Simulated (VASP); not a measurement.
# AgB2 (P6/mmm) in VASP: electric field gradients with PBE

Aim: the electric field gradients of AgB2 with PBE.

Program: VASP 6.6.1. These are calculated values, not measurements. Logs are shortened: lines on timing, memory, paths and dates and some standing lists are left out, and cuts for length are marked.

## 1. The cell of the first run

The structure is hexagonal, space group P6/mmm (No. 191). The conventional cell has a = 3.021 Å, b = 3.021 Å, c = 4.063 Å, α = 90.00°, β = 90.00°, γ = 120.00°. Within 3.5 Å of Ag (site symmetry 6/mmm) lie 12 B at 2.68 Å and 6 Ag at 3.02 Å. B (site symmetry -6m2) has 3 B at 1.74 Å within 2.3 Å.

## 2. Electric field gradients, PBE

INCAR

```
PREC = Accurate
ENCUT = 520
EDIFF = 1E-8
ISMEAR = -1
SIGMA = 0.05
LREAL = False
LASPH = True
NELM = 100
ALGO = Normal
ISIF = 2
LWAVE = False
LCHARG = False
GGA = PE
LEFG = True
NBANDS = 16
```

KPOINTS

```
Automatic mesh
0
Gamma
  14 14 11
```

POSCAR

```
AgB2
1.0
    3.0211797805      0.0000000000      0.0000000000
   -1.5105898903      2.6164184393      0.0000000000
    0.0000000000      0.0000000000      4.0626616814
Ag B
1 2
Direct
    0.0000000000      0.0000000000      0.0000000000
    0.3333333333      0.6666666667      0.5000000000
    0.6666666667      0.3333333333      0.5000000000
```

Potentials or basis: VASP PAW PBE potentials, release 64 (Ag, B).

Command:

```console
$ cat potpaw_PBE.64/Ag/POTCAR potpaw_PBE.64/B/POTCAR > POTCAR
$ mpirun -np 1 vasp_std > vasp.out
```

OUTCAR:

```text
PREC = Accurate
   ENCUT = 520
   EDIFF = 1E-8
   ISMEAR = -1
   LREAL = False
   LASPH = True
   NELM = 100
   ISIF = 2
   GGA = PE

 ion  position               nearest neighbor table
   1  0.000  0.000  0.000-   2 2.68   3 2.68   2 2.68   3 2.68   3 2.68   3 2.68   2 2.68   2 2.68
                             3 2.68   3 2.68   2 2.68   2 2.68
   2  0.333  0.667  0.500-   3 1.74   3 1.74   3 1.74   1 2.68   1 2.68   1 2.68   1 2.68   1 2.68
                             1 2.68
   3  0.667  0.333  0.500-   2 1.74   2 1.74   2 1.74   1 2.68   1 2.68   1 2.68   1 2.68   1 2.68
                             1 2.68

  LATTYP: Found a hexagonal cell.
 ALAT       =     3.0211797805
 C/A-ratio  =     1.3447268870

  Lattice vectors:

 A1 = (   3.0211797805,   0.0000000000,   0.0000000000)
 A2 = (  -1.5105898903,   2.6164184393,   0.0000000000)
 A3 = (   0.0000000000,   0.0000000000,   4.0626616814)

Analysis of symmetry for initial positions (statically):
=====================================================================
 Subroutine PRICEL returns:
 Original cell was already a primitive cell.

 Routine SETGRP: Setting up the symmetry group for a
 hexagonal supercell.

 Subroutine GETGRP returns: Found 24 space group operations
 (whereof 24 operations were pure point group operations)
 out of a pool of 24 trial point group operations.

The static configuration has the point symmetry D_6h.

Analysis of symmetry for dynamics (positions and initial velocities):
=====================================================================
 Subroutine PRICEL returns:
 Original cell was already a primitive cell.

 Routine SETGRP: Setting up the symmetry group for a
 hexagonal supercell.

 Subroutine GETGRP returns: Found 24 space group operations
 (whereof 24 operations were pure point group operations)
 out of a pool of 24 trial point group operations.

The dynamic configuration has the point symmetry D_6h.

 Subroutine INISYM returns: Found 24 space group operations
 (whereof 24 operations are pure point group operations),
 and found     1 'primitive' translations

----------------------------------------------------------------------------------------

                                     Primitive cell

  volume of cell :      32.1140

  direct lattice vectors                    reciprocal lattice vectors
     3.021179780  0.000000000  0.000000000     0.330996522  0.191100931  0.000000000
    -1.510589890  2.616418439  0.000000000     0.000000000  0.382201862  0.000000000
     0.000000000  0.000000000  4.062661681     0.000000000  0.000000000  0.246144050

  length of vectors
     3.021179780  3.021179781  4.062661681     0.382201862  0.382201862  0.246144050

  position of ions in fractional coordinates (direct lattice)
     0.000000000  0.000000000  0.000000000
     0.333333333  0.666666667  0.500000000
     0.666666667  0.333333333  0.500000000

  ion indices of the primitive-cell ions
   primitive index   ion index
                 1           1
                 2           2
                 3           3

----------------------------------------------------------------------------------------

 KPOINTS: Automatic mesh

Automatic generation of k-mesh.
 Grid dimensions read from file:
 generate k-points for:   14   14   11

 Generating k-lattice:

  Cartesian coordinates                     Fractional coordinates (reciprocal lattice)
     0.023642609  0.013650067  0.000000000     0.071428571  0.000000000  0.000000000
     0.000000000  0.027300133  0.000000000     0.000000000  0.071428571  0.000000000
     0.000000000  0.000000000  0.022376732     0.000000000  0.000000000  0.090909091

  Length of vectors
     0.027300133  0.027300133  0.022376732

  Shift w.r.t. Gamma in fractional coordinates (k-lattice)
     0.000000000  0.000000000  0.000000000

 Subroutine IBZKPT returns following result:
 ===========================================

 Found    144 irreducible k-points:

 Following reciprocal coordinates:
            Coordinates               Weight
  0.000000  0.000000  0.000000      1.000000
  0.071429 -0.000000  0.000000      6.000000
  0.142857 -0.000000  0.000000      6.000000
  0.214286  0.000000  0.000000      6.000000
  0.285714  0.000000  0.000000      6.000000
  0.357143  0.000000  0.000000      6.000000
[... 16 lines left out ...]
  0.285714  0.285714  0.000000      6.000000
  0.357143  0.285714  0.000000      6.000000
 [... further k-points ...]
   k-points           NKPTS =    144   k-points in BZ     NKDIM =    144   number of bands    NBANDS=     16
   number of dos      NEDOS =    301   number of ions     NIONS =      3
   total plane-waves  NPLWV =  17280
   dimension x,y,z NGX =    24 NGY =   24 NGZ =   30
   dimension x,y,z NGXF=    48 NGYF=   48 NGZF=   60
   ions per type =               1   2
   NGX,Y,Z   is equivalent  to a cutoff of  13.21, 13.21, 12.28 a.u.
   NGXF,Y,Z  is equivalent  to a cutoff of  26.41, 26.41, 24.55 a.u.
 SYSTEM =  unknown system
   PREC   = accura    normal or accurate (medium, high low for compatibility)
   ISTART =      0    job   : 0-new  1-cont  2-samecut
   ICHARG =      2    charge: 1-file 2-atom 10-const
   ISPIN  =      1    spin polarized calculation?
   LNONCOLLINEAR =      F non collinear calculations
   LSORBIT =      F    spin-orbit coupling
   LASPH  =      T    aspherical Exc in radial PAW
   ENCUT  =  520.0 eV  38.22 Ry    6.18 a.u.   5.62  5.62  7.55*2*pi/ulx,y,z
   NELM   =    100;   NELMIN=  2; NELMDL= -5     # of ELM steps
   EDIFF  = 0.1E-07   stopping-criterion for ELM
   LREAL  =      F    real-space projection
   EDIFFG = 0.1E-06   stopping-criterion for IOM
   NSW    =      0    number of steps for IOM
   IBRION =     -1    ionic relax: 0-MD 1-quasi-New 2-CG
   NFREE  =      0    steps in history (QN), initial steepest desc. (CG)
   ISIF   =      2    stress and relaxation
   ISYM   =      2    0-nonsym 1-usesym 2-fastsym
   POTIM  = 0.5000    time-step for ionic-motion
   TEBEG  =    0.0;   TEEND  =   0.0 temperature during run
   PSTRESS=    0.0 pullay stress
   NELECT =      17.0000    total number of electrons
   NUPDOWN=      -1.0000    fix difference up-down
   EMIN   =  10.00;   EMAX   =-10.00  energy-range for DOS
   EFERMI =   0.00;   METHOD = LEGACY
   ISMEAR =    -1;   SIGMA  =   0.05  broadening in eV -4-tet -1-fermi 0-gaus
   EFERMI_NEDOS =   21; number of points for ismear=-14 and -15
   IALGO  =     38    algorithm
   IMIX   =      4    mixing-type and parameters
     AMIX     =   0.40;   BMIX     =  1.00
     AMIX_MAG =   1.60;   BMIX_MAG =  1.00
  volume/ion in A,a.u.               =      10.70        72.24
  Fermi-wavevector in a.u.,A,eV,Ry     =   1.324320  2.502602 23.862223  1.753824
  Thomas-Fermi vector in A             =   2.453863
   LORBIT       =      0    0 simple, 1 ext, 2 COOP (PROOUT), +10 PAW based schemes
   GGA     = PE    functional components
   LHFCALC =     F    Hartree Fock is set to
   AEXX    =    0.0000 exact exchange contribution
   IVDW    =     0    specifies the selected vdW correction
   LEPSILON=     F    determine dielectric tensor
   LRPA    =     F    only Hartree local field effects (RPA)
 non-spin polarized calculation
  energy-cutoff  :      520.00
  volume of cell :       32.11
 maximum number of plane-waves:       891
 NGX is ok and might be reduce to    24
   NGX = 11   NGY = 11   NGZ = 15

 number of electron      16.9999995 magnetization

 Free energy of the ion-electron system (eV)
  ---------------------------------------------------
  ext. energy  EPLUGINS =         0.00000000
  ---------------------------------------------------
  free energy    TOTEN  =       -14.57453599 eV

  energy without entropy =      -14.56737329  energy(sigma->0) =      -14.57095464

 E-fermi :   7.0524     XC(G=0): -11.9960

 val. band max:        7.0059596008   @ k =   0.1429   0.0714   0.0909
 cond. band min:       7.0566136133   @ k =   0.2143   0.0000   0.1818
 fundamental gap:      0.0506540125
 Fermi energy:         7.0523617749

 k-point     1 :       0.0000    0.0000    0.0000
  band No.  band energies     occupation
      1      -5.0001      2.00000
      2       1.3720      2.00000
      3       2.2571      2.00000
      4       2.2571      2.00000
      5       3.1913      2.00000
      6       3.1913      2.00000
[... 8 lines left out ...]
     15      23.6396      0.00000
     16      24.6575      0.00000

 k-point     2 :       0.0714   -0.0000    0.0000
  band No.  band energies     occupation
      1      -4.9071      2.00000
      2       1.4402      2.00000
      3       2.2066      2.00000
      4       2.3157      2.00000
      5       2.6709      2.00000
      6       3.1776      2.00000
[... 8 lines left out ...]
     15      23.9489      0.00000
     16      24.3436      0.00000

 k-point     3 :       0.1429   -0.0000    0.0000
  band No.  band energies     occupation
      1      -4.6301      2.00000
      2       1.6094      2.00000
      3       2.0800      2.00000
      4       2.2035      2.00000
      5       2.4846      2.00000
      6       3.1392      2.00000
[... 8 lines left out ...]
     15      23.4078      0.00000
     16      24.2653      0.00000

 k-point     4 :       0.2143    0.0000    0.0000
  band No.  band energies     occupation
      1      -4.1752      2.00000
      2       1.6719      2.00000
      3       1.8316      2.00000
      4       2.0302      2.00000
      5       2.7433      2.00000
      6       3.0844      2.00000
[... 8 lines left out ...]
     15      22.2127      0.00000
     16      22.9449      0.00000
[... 324 lines left out ...]
 k-point    22 :       0.3571    0.2143    0.0000
  band No.  band energies     occupation
      1      -0.8550      2.00000
      2       0.0878      2.00000
      3       1.4634      2.00000
      4       1.5082      2.00000
      5       2.3724      2.00000
      6       3.3745      2.00000
[... 8 lines left out ...]
     15      18.9805      0.00000
     16      21.5713      0.00000

 k-point    23 :       0.2857    0.2857    0.0000
  band No.  band energies     occupation
      1      -0.9278      2.00000
      2       0.5728      2.00000
      3       1.2360      2.00000
      4       1.6163      2.00000
      5       2.2253      2.00000
      6       3.2569      2.00000
[... 8 lines left out ...]
     15      19.7421      0.00000
     16      20.3208      0.00000

 k-point    24 :       0.3571    0.2857    0.0000
  band No.  band energies     occupation
      1      -0.1140      2.00000
      2       0.0283      2.00000
      3       0.9562      2.00000
      4       1.7273      2.00000
      5       2.0647      2.00000
      6       3.2414      2.00000
[... 8 lines left out ...]
     15      19.9031      0.00000
     16      21.1327      0.00000

 [... further k-points ...]

------------------------ aborting loop because EDIFF is reached ----------------------------------------

  FORCE on cell =-STRESS in cart. coord.  units (eV):
  Direction    XX          YY          ZZ          XY          YZ          ZX
  --------------------------------------------------------------------------------------
  -------------------------------------------------------------------------------------
  Total       -0.0189472     -0.0189472     -0.0299998      0.0000000      0.0000000      0.0000000
  in kB       -0.9452808     -0.9452808     -1.4966977      0.0000000      0.0000000      0.0000000
  external PRESSURE =      -1.1290864 kB  Pullay stress =       0.0000000 kB

 VOLUME and BASIS-vectors are now :
 -----------------------------------------------------------------------------
  energy-cutoff  :      520.00
  volume of cell :       32.11
      direct lattice vectors                 reciprocal lattice vectors
     3.021179780  0.000000000  0.000000000     0.330996522  0.191100931  0.000000000
    -1.510589890  2.616418439  0.000000000     0.000000000  0.382201862  0.000000000
     0.000000000  0.000000000  4.062661681     0.000000000  0.000000000  0.246144050

 POSITION                                       TOTAL-FORCE (eV/Angst)
 -----------------------------------------------------------------------------------
      0.00000      0.00000      0.00000        -0.000000      0.000000      0.000000
     -0.00000      1.74428      2.03133        -0.000000      0.000000     -0.000000
      1.51059      0.87214      2.03133         0.000000     -0.000000      0.000000
 -----------------------------------------------------------------------------------
    total drift:                               -0.000000      0.000000      0.000000

  FREE ENERGIE OF THE ION-ELECTRON SYSTEM (eV)
  ---------------------------------------------------
  free  energy   TOTEN  =       -14.5745359915 eV

  energy  without entropy=      -14.5673732859  energy(sigma->0) =      -14.57095464

 Electric field gradients (V/A^2)
---------------------------------------------------------------------
 ion       V_xx      V_yy      V_zz      V_xy      V_xz      V_yz
---------------------------------------------------------------------
   1      13.001    13.001   -26.002     0.000     0.000    -0.000
   2     -16.258   -16.258    32.516    -0.000     0.000     0.000
   3     -16.258   -16.258    32.516    -0.000     0.000     0.000
---------------------------------------------------------------------

 Electric field gradients after diagonalization (V/A^2)
 (convention: |V_zz| > |V_xx| > |V_yy|)
----------------------------------------------------------------------
 ion       V_xx      V_yy      V_zz     asymmetry (V_yy - V_xx)/ V_zz
----------------------------------------------------------------------
   1      13.001    13.001   -26.002       0.000
   2     -16.258   -16.258    32.516       0.000
   3     -16.258   -16.258    32.516       0.000
----------------------------------------------------------------------

           NMR quadrupolar parameters

 Cq : quadrupolar parameter    Cq=e*Q*V_zz/h
 eta: asymmetry parameters     (V_yy - V_xx)/ V_zz
 Q  : nuclear electric quadrupole moment in mb (millibarn)
----------------------------------------------------------------------
 ion       Cq(MHz)       eta       Q (mb)
----------------------------------------------------------------------
   1      -0.063       0.000       1.000
   2       0.079       0.000       1.000
   3       0.079       0.000       1.000
----------------------------------------------------------------------
```

Run time: 91 s. Hardware: 1 thread of Intel Xeon 8259CL, shared host; peak memory 0.2 GiB.

What came out:

```
Free energy                             : -14.5745 eV
Pressure                                : -0.1 GPa
Band gap on the k mesh                  : zero (an odd number of electrons rules out a gap without spin polarisation)
Largest electric field gradient by atom : Ag -26.0; B +32.5 V/Å²
```

Electric field gradients, principal values (V/Å²):
```csv
atom,least,middle,greatest (by size)
1 Ag,13.001,13.001,-26.002
2 B,-16.258,-16.258,32.516
3 B,-16.258,-16.258,32.516
```

Caveat: without QUAD_EFG the Cq values of the log hold for a quadrupole moment of 1 mb, not for the nuclei.
